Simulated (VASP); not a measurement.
Input of a VASP 6.6.1 run:

The input INCAR:

```
SYSTEM = Li5Zn3
PREC     = Accurate       ! precision mode
ENCUT    = 750            ! plane-wave cutoff, eV
EDIFF    = 1E-7           ! SCF threshold, eV
ISMEAR   = 1              ! smearing method
SIGMA    = 0.1            ! smearing width, eV
LREAL    = .FALSE.        ! projectors in reciprocal space
LASPH    = .TRUE.         ! aspherical terms in the spheres
NELM     = 120            ! most SCF steps
ALGO     = Normal         ! electronic algorithm
ISIF     = 3              ! what is computed and relaxed
LWAVE    = .FALSE.        ! write WAVECAR
LCHARG   = .FALSE.        ! write CHGCAR
IBRION   = 2              ! ionic algorithm
NSW      = 80             ! ionic steps
EDIFFG   = -0.02          ! ionic threshold
GGA_COMPAT= .FALSE.      
NELMIN   = 4            
KPAR     = 4
```

File KPOINTS:

```
Automatic mesh
0
G
  9 9 9
  0 0 0
```

File POSCAR:

```
Li5Zn3
1.0
    0.0000000000      4.2400000000      4.2400000000
    4.2400000000      0.0000000000      4.2400000000
    4.2400000000      4.2400000000      0.0000000000
Li Zn
5 3
Direct
    0.0000000000      0.0000000000      0.0000000000
    0.0000000000      0.0000000000      0.5000000000
    0.0000000000      0.5000000000      0.0000000000
    0.5000000000      0.0000000000      0.0000000000
    0.5000000000      0.5000000000      0.5000000000
    0.0000000000      0.5000000000      0.5000000000
    0.5000000000      0.0000000000      0.5000000000
    0.5000000000      0.5000000000      0.0000000000
```

Potentials or basis: VASP PAW LDA potentials, release 64 (Li_sv, Zn).

Launch:

```sh
$ cat potpaw_LDA.64/Li_sv/POTCAR potpaw_LDA.64/Zn/POTCAR > POTCAR
$ mpirun -np 4 vasp_std > vasp.out
```

(1) What does it give for the space group after relaxing (to 0.1 Å)?

(2) Predict the relaxed volume.

(3) Predict the band gap on the k mesh.

## Answers

(1) R-3m (No. 166).

(2) 13.84 Å³/atom.

(3) zero (an odd number of electrons rules out a gap without spin polarisation).

Caveat: the volume moved by over 15 % at a fixed basis, so the end points are rough.
